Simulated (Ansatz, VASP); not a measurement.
## Sb2Au: VASP beside Ansatz

```xyz
3
Lattice="0.0000 3.3057 3.3057 3.3057 0.0000 3.3057 3.3057 3.3057 0.0000" Properties=species:S:1:pos:R:3 pbc="T T T"
Sb    1.6528    1.6528    1.6528
Sb    4.9585    4.9585    4.9585
Au    0.0000    0.0000    0.0000
```

Change from the starting cell: volume scaled by 0.98.

Alike in both runs: task single point; functional LDA; k mesh 9 × 9 × 9; occupations fermi-dirac, width 0.08 eV; no spin polarisation.

|  | VASP | Ansatz |
| --- | --- | --- |
| version | VASP 6.6.1 | Ansatz 0.2.0 |
| potentials or method | VASP PAW LDA potentials, release 64 (Sb, Au), cutoff 520 eV | all-electron LAPW, scalar-relativistic |

|  | VASP | Ansatz | Ansatz less VASP |
| --- | --- | --- | --- |
| pressure (GPa) | 5.4 | 5.1 | -0.23 |

LDA's correlation is that of Perdew and Zunger in VASP and of Perdew and Wang (1992) in Ansatz. Ansatz ran all-electron here, and VASP with PAW potentials.

Spin-orbit coupling is off throughout.
